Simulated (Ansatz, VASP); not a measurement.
# Tl in VASP and in Ansatz

```
Tl
1.0
     5.01487    0.00000    0.00000
    -2.50744    4.34301    0.00000
     0.00000    0.00000    3.05673
Tl
3
Direct
  0.00000 0.00000 0.00000
  0.33333 0.66667 0.50000
  0.66667 0.33333 0.50000
```

Change from the starting cell: volume scaled by 0.7, PAW files.

Alike in both runs: task single point; functional PBE; k mesh 7 × 7 × 10; occupations fermi-dirac, width 0.1 eV; no spin polarisation.

|  | VASP | Ansatz |
| --- | --- | --- |
| version | VASP 6.6.1 | Ansatz 0.2.0 |
| potentials or method | VASP PAW PBE potentials, release 64 (Tl_d) | PAW with Ansatz's default frozen-core files, scalar-relativistic |
| plane-wave cutoff (eV) | 520 | 420 |
| valence electrons in the cell | 39 | 39 |

Ansatz gave:

| Item | Value |
| --- | --- |
| pressure (GPa) | 24.3 |

**Question.** Which values does VASP return?

**Answer.** Pressure (GPa): 24.2.

Neither program's run includes spin-orbit coupling.
